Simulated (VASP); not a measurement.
# CdS (I-4m2) in VASP: further runs

Runs on CdS. Level: PBE. Tasks: single point.

Program: VASP 6.6.1. These are calculated values, not measurements. Logs are shortened: lines on timing, memory, paths and dates and some standing lists are left out, and cuts for length are marked.

### Step 1. The cell of the first run

Symmetry: I-4m2, No. 119, tetragonal system. The conventional cell has a = 4.074 Å, b = 4.074 Å, c = 6.047 Å, α = 90.00°, β = 90.00°, γ = 90.00°. Within 3.3 Å of Cd (site symmetry -4m2) lie 4 S at 2.54 Å. S (site symmetry -4m2) has 4 Cd at 2.54 Å within 3.3 Å.

### Step 2. Single point, PBE (epitaxial xy strain -2.0%)

The input, INCAR:

```
ALGO = Normal
EDIFF = 1E-7
ENCUT = 520
GGA = PE
ISIF = 2
ISMEAR = 0
LASPH = T
LCHARG = F
LREAL = F
LWAVE = F
NBANDS = 16
NELM = 60
PREC = Accurate
SIGMA = 0.01
```

The input, KPOINTS:

```
k-points
0
Gamma
  4 4 4
```

The input, POSCAR:

```
CdS
1.0
    0.0000000000      2.8804305462      3.0234619263
    2.8804305462      0.0000000000      3.0234619263
    2.8804305462      2.8804305462      0.0000000000
Cd S
1 1
Direct
    0.0000000000      0.0000000000      0.0000000000
    0.2500000000      0.2500000000      0.2500000000
```

Potentials or basis: VASP PAW PBE potentials, release 64 (Cd, S).

Started as:

```bash
> cat potpaw_PBE.64/Cd/POTCAR potpaw_PBE.64/S/POTCAR > POTCAR
> mpirun -np 1 vasp_std > vasp.out
```

OUTCAR:

```text
EDIFF = 1E-7
   ENCUT = 520
   GGA = PE
   ISIF = 2
   ISMEAR = 0
   LASPH = T
   LREAL = F
   NELM = 60
   PREC = Accurate

 ion  position               nearest neighbor table
   1  0.000  0.000  0.000-   2 2.54   2 2.54   2 2.54   2 2.54
   2  0.250  0.250  0.250-   1 2.54   1 2.54   1 2.54   1 2.54

  LATTYP: Found a body centered tetragonal cell.
 ALAT       =     4.0735439439
 C/A-ratio  =     1.4844381050

  Lattice vectors:

 A1 = (  -2.8804305462,   0.0000000000,   3.0234619263)
 A2 = (   2.8804305462,   0.0000000000,   3.0234619263)
 A3 = (   0.0000000000,   2.8804305462,  -3.0234619263)

Analysis of symmetry for initial positions (statically):
=====================================================================
 Subroutine PRICEL returns:
 Original cell was already a primitive cell.

 Routine SETGRP: Setting up the symmetry group for a
 body centered tetragonal supercell.

 Subroutine GETGRP returns: Found  8 space group operations
 (whereof  8 operations were pure point group operations)
 out of a pool of 16 trial point group operations.

The static configuration has the point symmetry D_2d.

Analysis of symmetry for dynamics (positions and initial velocities):
=====================================================================
 Subroutine PRICEL returns:
 Original cell was already a primitive cell.

 Routine SETGRP: Setting up the symmetry group for a
 body centered tetragonal supercell.

 Subroutine GETGRP returns: Found  8 space group operations
 (whereof  8 operations were pure point group operations)
 out of a pool of 16 trial point group operations.

The dynamic configuration has the point symmetry D_2d.

 Subroutine INISYM returns: Found  8 space group operations
 (whereof  8 operations are pure point group operations),
 and found     1 'primitive' translations

----------------------------------------------------------------------------------------

                                     Primitive cell

  volume of cell :      50.1706

  direct lattice vectors                    reciprocal lattice vectors
     0.000000000  2.880430546  3.023461926    -0.173585161  0.173585161  0.165373341
     2.880430546  0.000000000  3.023461926     0.173585161 -0.173585161  0.165373341
[... 67 lines left out ...]
   ISPIN  =      1    spin polarized calculation?
   LNONCOLLINEAR =      F non collinear calculations
   LSORBIT =      F    spin-orbit coupling
   LASPH  =      T    aspherical Exc in radial PAW
   ENCUT  =  520.0 eV  38.22 Ry    6.18 a.u.   7.76  7.76  7.57*2*pi/ulx,y,z
   NELM   =     60;   NELMIN=  2; NELMDL= -5     # of ELM steps
   EDIFF  = 0.1E-06   stopping-criterion for ELM
   LREAL  =      F    real-space projection
   EDIFFG = 0.1E-05   stopping-criterion for IOM
   NSW    =      0    number of steps for IOM
   IBRION =     -1    ionic relax: 0-MD 1-quasi-New 2-CG
   NFREE  =      0    steps in history (QN), initial steepest desc. (CG)
   ISIF   =      2    stress and relaxation
   ISYM   =      2    0-nonsym 1-usesym 2-fastsym
   POTIM  = 0.5000    time-step for ionic-motion
   TEBEG  =    0.0;   TEEND  =   0.0 temperature during run
   PSTRESS=    0.0 pullay stress
   NELECT =      18.0000    total number of electrons
   NUPDOWN=      -1.0000    fix difference up-down
   EMIN   =  10.00;   EMAX   =-10.00  energy-range for DOS
   EFERMI =   0.00;   METHOD = LEGACY
   ISMEAR =     0;   SIGMA  =   0.01  broadening in eV -4-tet -1-fermi 0-gaus
   EFERMI_NEDOS =   21; number of points for ismear=-14 and -15
   IALGO  =     38    algorithm
   IMIX   =      4    mixing-type and parameters
     AMIX     =   0.40;   BMIX     =  1.00
     AMIX_MAG =   1.60;   BMIX_MAG =  1.00
  volume/ion in A,a.u.               =      25.09       169.28
  Fermi-wavevector in a.u.,A,eV,Ry     =   1.163275  2.198272 18.411537  1.353210
  Thomas-Fermi vector in A             =   2.299827
   LORBIT       =      0    0 simple, 1 ext, 2 COOP (PROOUT), +10 PAW based schemes
   GGA     = PE    functional components
   LHFCALC =     F    Hartree Fock is set to
   AEXX    =    0.0000 exact exchange contribution
   IVDW    =     0    specifies the selected vdW correction
   LEPSILON=     F    determine dielectric tensor
   LRPA    =     F    only Hartree local field effects (RPA)
 non-spin polarized calculation
 Gauss-broadening in eV      SIGMA  =   0.01
  energy-cutoff  :      520.00
  volume of cell :       50.17
 maximum number of plane-waves:      1379
   NGX = 15   NGY = 15   NGZ = 15

 number of electron      18.0000000 magnetization

 Free energy of the ion-electron system (eV)
  ---------------------------------------------------
  ext. energy  EPLUGINS =         0.00000000
  ---------------------------------------------------
  free energy    TOTEN  =        -6.09379850 eV

  energy without entropy =       -6.09379850  energy(sigma->0) =       -6.09379850

 E-fermi :   1.3869     XC(G=0):  -9.0908

 val. band max:        1.2904577164   @ k =   0.0000   0.0000   0.0000
 cond. band min:       2.3476093378   @ k =   0.0000   0.0000   0.0000
 fundamental gap:      1.0571516214
 Fermi energy:         1.3869328668

 k-point     1 :       0.0000    0.0000    0.0000
  band No.  band energies     occupation
      1     -11.0533      2.00000
      2      -6.4866      2.00000
      3      -6.4551      2.00000
      4      -6.4551      2.00000
      5      -6.0155      2.00000
      6      -5.9982      2.00000
[... 224 lines left out ...]
      3      -6.2289      2.00000
      4      -6.0396      2.00000
      5      -6.0052      2.00000
      6      -5.3749      2.00000
[... 8 lines left out ...]
     15      14.4254      0.00000
     16      14.8756      0.00000

------------------------ aborting loop because EDIFF is reached ----------------------------------------

  FORCE on cell =-STRESS in cart. coord.  units (eV):
  Direction    XX          YY          ZZ          XY          YZ          ZX
  --------------------------------------------------------------------------------------
  -------------------------------------------------------------------------------------
  Total        0.8989461      0.8989461      0.6031019      0.0000000      0.0000000     -0.0000000
  in kB       28.7074693     28.7074693     19.2598091      0.0000000      0.0000000     -0.0000000
  external PRESSURE =      25.5582492 kB  Pullay stress =       0.0000000 kB

 VOLUME and BASIS-vectors are now :
 -----------------------------------------------------------------------------
  energy-cutoff  :      520.00
  volume of cell :       50.17
      direct lattice vectors                 reciprocal lattice vectors
     0.000000000  2.880430546  3.023461926    -0.173585161  0.173585161  0.165373341
     2.880430546  0.000000000  3.023461926     0.173585161 -0.173585161  0.165373341
     2.880430546  2.880430546  0.000000000     0.173585161  0.173585161 -0.165373341

 POSITION                                       TOTAL-FORCE (eV/Angst)
 -----------------------------------------------------------------------------------
      0.00000      0.00000      0.00000         0.000000      0.000000      0.000000
      1.44022      1.44022      1.51173        -0.000000     -0.000000     -0.000000
 -----------------------------------------------------------------------------------
    total drift:                                0.000001      0.000001      0.000002

  FREE ENERGIE OF THE ION-ELECTRON SYSTEM (eV)
  ---------------------------------------------------
  free  energy   TOTEN  =        -6.0937984982 eV

  energy  without entropy=       -6.0937984982  energy(sigma->0) =       -6.09379850
```

stdout:

```text
POSCAR found type information on POSCAR CdS
 POSCAR found :  2 types and       2 ions
 scaLAPACK will be used
 LDA part: xc-table for (Slater+PW92), standard interpolation
 POSCAR, INCAR and KPOINTS ok, starting setup
 FFT: planning ... GRIDC
 FFT: planning ... GRID_SOFT
 FFT: planning ... GRID
 WAVECAR not read
 entering main loop
```

It took 12 s on 1 thread of Intel Xeon Platinum 8375C at 2.90GHz (Ice Lake), shared host; peak memory 0.17 GiB.

Results:

| Quantity | Value |
| --- | --- |
| Free energy | -6.0938 eV |
| Pressure | 2.6 GPa |
| Band gap on the k mesh | 1.06 eV |

Caveat: the k points lie up to 0.46 Å⁻¹ apart; the cell differs from its parent crystal (epitaxial xy strain -2.0%); the structure was generated, so it needn't be the stable form of CdS.

### Step 3. Single point, PBE (epitaxial xy strain -1.0%)

The input, INCAR:

```
SYSTEM = CdS
  PREC = Accurate
  ENCUT = 520
  EDIFF = 1E-6
  ISMEAR = 0
  SIGMA = 0.01
  LREAL = .FALSE.
  LASPH = .TRUE.
  NELM = 100
  ALGO = Normal
  ISIF = 2
  LWAVE = .FALSE.
  LCHARG = .TRUE.
  GGA = PE
  LELF = .TRUE.
  LVHAR = .TRUE.
  NBANDS = 16
```

The input, KPOINTS:

```
Automatic mesh
0
G
  4 4 4
  0 0 0
```

The input, POSCAR:

```
CdS
1.0
    0.0000000000      2.9098226946      2.9816746225
    2.9098226946      0.0000000000      2.9816746225
    2.9098226946      2.9098226946      0.0000000000
Cd S
1 1
Direct
    0.0000000000      0.0000000000      0.0000000000
    0.2500000000      0.2500000000      0.2500000000
```

Potentials or basis: VASP PAW PBE potentials, release 64 (Cd, S).

Started as:

```bash
> cat potpaw_PBE.64/Cd/POTCAR potpaw_PBE.64/S/POTCAR > POTCAR
> mpirun -np 1 vasp_std > vasp.out
```

OUTCAR:

```text
SYSTEM = CdS
   PREC = Accurate
   ENCUT = 520
   EDIFF = 1E-6
   ISMEAR = 0
   LREAL = .FALSE.
   LASPH = .TRUE.
   NELM = 100
   ISIF = 2
   GGA = PE

 ion  position               nearest neighbor table
   1  0.000  0.000  0.000-   2 2.54   2 2.54   2 2.54   2 2.54
   2  0.250  0.250  0.250-   1 2.54   1 2.54   1 2.54   1 2.54

  LATTYP: Found a body centered tetragonal cell.
 ALAT       =     4.1151107188
 C/A-ratio  =     1.4491345805

  Lattice vectors:

 A1 = (  -2.9098226946,   0.0000000000,   2.9816746225)
 A2 = (   2.9098226946,   0.0000000000,   2.9816746225)
 A3 = (   0.0000000000,   2.9098226946,  -2.9816746225)

Analysis of symmetry for initial positions (statically):
=====================================================================
 Subroutine PRICEL returns:
 Original cell was already a primitive cell.

 Routine SETGRP: Setting up the symmetry group for a
 body centered tetragonal supercell.

 Subroutine GETGRP returns: Found  8 space group operations
 (whereof  8 operations were pure point group operations)
 out of a pool of 16 trial point group operations.

The static configuration has the point symmetry D_2d.

Analysis of symmetry for dynamics (positions and initial velocities):
=====================================================================
 Subroutine PRICEL returns:
 Original cell was already a primitive cell.

 Routine SETGRP: Setting up the symmetry group for a
 body centered tetragonal supercell.

 Subroutine GETGRP returns: Found  8 space group operations
 (whereof  8 operations were pure point group operations)
 out of a pool of 16 trial point group operations.

The dynamic configuration has the point symmetry D_2d.

 Subroutine INISYM returns: Found  8 space group operations
 (whereof  8 operations are pure point group operations),
 and found     1 'primitive' translations

----------------------------------------------------------------------------------------

[... 99 lines left out ...]
     AMIX     =   0.40;   BMIX     =  1.00
     AMIX_MAG =   1.60;   BMIX_MAG =  1.00
  volume/ion in A,a.u.               =      25.25       170.37
  Fermi-wavevector in a.u.,A,eV,Ry     =   1.160801  2.193596 18.333303  1.347460
  Thomas-Fermi vector in A             =   2.297380
   LORBIT       =      0    0 simple, 1 ext, 2 COOP (PROOUT), +10 PAW based schemes
   GGA     = PE    functional components
   LHFCALC =     F    Hartree Fock is set to
   AEXX    =    0.0000 exact exchange contribution
   IVDW    =     0    specifies the selected vdW correction
   LEPSILON=     F    determine dielectric tensor
   LRPA    =     F    only Hartree local field effects (RPA)
 non-spin polarized calculation
 Gauss-broadening in eV      SIGMA  =   0.01
  energy-cutoff  :      520.00
  volume of cell :       50.49
 maximum number of plane-waves:      1379
 NGX is ok and might be reduce to    32
   NGX = 15   NGY = 15   NGZ = 15

 number of electron      18.0000004 magnetization

 Free energy of the ion-electron system (eV)
  ---------------------------------------------------
  ext. energy  EPLUGINS =         0.00000000
  ---------------------------------------------------
  free energy    TOTEN  =        -6.10212118 eV

  energy without entropy =       -6.10212118  energy(sigma->0) =       -6.10212118

 E-fermi :   1.3283     XC(G=0):  -9.0593

 val. band max:        1.2125437529   @ k =   0.0000   0.0000   0.0000
 cond. band min:       2.2860240562   @ k =   0.0000   0.0000   0.0000
 fundamental gap:      1.0734803033
 Fermi energy:         1.3283295009

 k-point     1 :       0.0000    0.0000    0.0000
  band No.  band energies     occupation
      1     -11.0717      2.00000
      2      -6.5087      2.00000
      3      -6.4936      2.00000
      4      -6.4936      2.00000
      5      -6.0500      2.00000
      6      -6.0415      2.00000
[... 224 lines left out ...]
      3      -6.2693      2.00000
      4      -6.0809      2.00000
      5      -6.0402      2.00000
      6      -5.4315      2.00000
[... 8 lines left out ...]
     15      14.3318      0.00000
     16      14.6247      0.00000

------------------------ aborting loop because EDIFF is reached ----------------------------------------

  FORCE on cell =-STRESS in cart. coord.  units (eV):
  Direction    XX          YY          ZZ          XY          YZ          ZX
  --------------------------------------------------------------------------------------
  -------------------------------------------------------------------------------------
  Total        0.7410990      0.7410990      0.5964625      0.0000000     -0.0000000      0.0000000
  in kB       23.5160035     23.5160035     18.9265065      0.0000000     -0.0000000      0.0000000
  external PRESSURE =      21.9861712 kB  Pullay stress =       0.0000000 kB

 VOLUME and BASIS-vectors are now :
 -----------------------------------------------------------------------------
  energy-cutoff  :      520.00
  volume of cell :       50.49
      direct lattice vectors                 reciprocal lattice vectors
     0.000000000  2.909822695  2.981674622    -0.171831775  0.171831775  0.167691000
     2.909822695  0.000000000  2.981674622     0.171831775 -0.171831775  0.167691000
     2.909822695  2.909822695  0.000000000     0.171831775  0.171831775 -0.167691000

 POSITION                                       TOTAL-FORCE (eV/Angst)
 -----------------------------------------------------------------------------------
      0.00000      0.00000      0.00000        -0.000000     -0.000000     -0.000000
      1.45491      1.45491      1.49084         0.000000      0.000000      0.000000
 -----------------------------------------------------------------------------------
    total drift:                               -0.000000     -0.000000     -0.000000

  FREE ENERGIE OF THE ION-ELECTRON SYSTEM (eV)
  ---------------------------------------------------
  free  energy   TOTEN  =        -6.1021211846 eV

  energy  without entropy=       -6.1021211846  energy(sigma->0) =       -6.10212118
```

OSZICAR:

```text
N       E                     dE             d eps       ncg     rms          rms(c)
DAV:   1     0.104995198712E+03    0.10500E+03   -0.90088E+03   424   0.101E+03
DAV:   2    -0.246351905926E+01   -0.10746E+03   -0.10235E+03   512   0.250E+02
DAV:   3    -0.663869150516E+01   -0.41752E+01   -0.41666E+01   512   0.509E+01
DAV:   4    -0.666407534417E+01   -0.25384E-01   -0.25382E-01   528   0.393E+00
DAV:   5    -0.666439506557E+01   -0.31972E-03   -0.31972E-03   504   0.414E-01    0.780E+00
DAV:   6    -0.612181007160E+01    0.54258E+00   -0.84595E-01   584   0.115E+01    0.633E+00
DAV:   7    -0.610142018170E+01    0.20390E-01   -0.20343E-01   520   0.307E+00    0.310E+00
DAV:   8    -0.610196045970E+01   -0.54028E-03   -0.19032E-02   504   0.173E+00    0.301E-01
DAV:   9    -0.610190277661E+01    0.57683E-04   -0.23403E-03   520   0.704E-01    0.611E-02
DAV:  10    -0.610203536631E+01   -0.13259E-03   -0.27260E-04   472   0.174E-01    0.713E-02
DAV:  11    -0.610212981956E+01   -0.94453E-04   -0.15601E-04   472   0.996E-02    0.242E-02
DAV:  12    -0.610212005863E+01    0.97609E-05   -0.29143E-05   536   0.704E-02    0.109E-02
DAV:  13    -0.610212159401E+01   -0.15354E-05   -0.49974E-06   512   0.129E-02    0.117E-02
DAV:  14    -0.610212118459E+01    0.40943E-06   -0.38542E-07   432   0.391E-03
   1 F= -.61021212E+01 E0= -.61021212E+01  d E =-.105499E-61
```

stdout:

```text
POSCAR found type information on POSCAR CdS
 POSCAR found :  2 types and       2 ions
 scaLAPACK will be used
 LDA part: xc-table for (Slater+PW92), standard interpolation
 POSCAR, INCAR and KPOINTS ok, starting setup
 FFT: planning ... GRIDC
 FFT: planning ... GRID_SOFT
 FFT: planning ... GRID
 WAVECAR not read
 entering main loop
```

It took 11 s on 1 thread of Intel Xeon Platinum 8375C at 2.90GHz (Ice Lake), shared host; peak memory 0.17 GiB.

Results:

| Item | Value |
| --- | --- |
| Free energy | -6.1021 eV |
| Pressure | 2.2 GPa |
| Band gap on the k mesh | 1.07 eV |

Stress tensor (GPa, compression positive):
```
2.35 0.00 0.00
0.00 2.35 0.00
0.00 0.00 1.89
```

Caveat: the k points lie up to 0.46 Å⁻¹ apart; the cell differs from its parent crystal (epitaxial xy strain -1.0%); the structure was generated, so it needn't be the stable form of CdS.

(Continued in part 2 of 2.)
